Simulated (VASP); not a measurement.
## BP (rocksalt type): relaxation of cell and atoms with PBE

The system is BP (rocksalt type).

```
B P
1.0
     0.00000    2.15443    2.15443
     2.15443    0.00000    2.15443
     2.15443    2.15443    0.00000
B P
1 1
Direct
  0.00000 0.00000 0.00000
  0.50000 0.50000 0.50000
```

```json
{"Program": "VASP 6.6.1", "Task": "relaxation of cell and atoms", "Functional": "PBE", "Potentials or basis": "VASP PAW PBE potentials, release 64 (B, P)", "Cutoff": "600 eV", "k mesh": "16 × 16 × 16", "Occupations": "fermi-dirac, width 0.08 eV", "Spin": "no spin polarisation", "Dipole correction": "no", "Further INCAR settings": "ALGO = Normal; EDIFF = 1e-07; IBRION = 2; EDIFFG = -0.005; NSW = 60; ISIF = 3"}
```

```
Relaxed volume                         : 10.06 Å³/atom
Relaxed cell                           : a = 3.053 Å, b = 3.053 Å, c = 3.053 Å, α = 60.00°, β = 60.00°, γ = 60.00°
Space group after relaxing (to 0.05 Å) : Fm-3m (No. 225)
Energy gained by relaxing              : 0.2 meV/atom
Ionic steps                            : 3
Pressure after relaxing                : 0.0 GPa
Band gap on the k mesh                 : zero (band 4 reaches 11.05 eV, above the bottom of band 5 at 6.91 eV)
```

The path:
```tsv
step	energy change (eV)	largest force (eV/Å)	pressure (GPa)	volume (Å³)
1	0.0000	0.0000	1.05	20.00
2	-0.0003	0.0000	-0.50	20.19
3	-0.0004	0.0000	0.01	20.13
```

Final structure:
```yaml
crystal:
  lattice:
    - [0.00000, 2.15901, 2.15901]
    - [2.15901, 0.00000, 2.15901]
    - [2.15901, 2.15901, 0.00000]
  atoms:
    - { symbol: B, position: [0.00000, 0.00000, 0.00000] }
    - { symbol: P, position: [0.50000, 0.50000, 0.50000] }
```

Levels at points of the mesh, in eV from the Fermi level:
```
           k point  band 1  band 2  band 3  band 4  band 5  band 6  band 7  band 8
(0.00, 0.00, 0.00)  -16.92    0.01    0.01    0.01    6.54    7.92    7.92    7.92
(0.50, 0.00, 0.00)  -12.46  -10.61    0.66    0.66    1.17    1.17    5.10    7.09
(0.50, 0.50, 0.00)  -10.60   -9.02   -4.25   -4.25   -2.80    2.62   12.04   12.04
```

Run time: 23 s on 1 thread of Intel Xeon 6975P-C, on a shared host, peak memory 0.15 GiB.
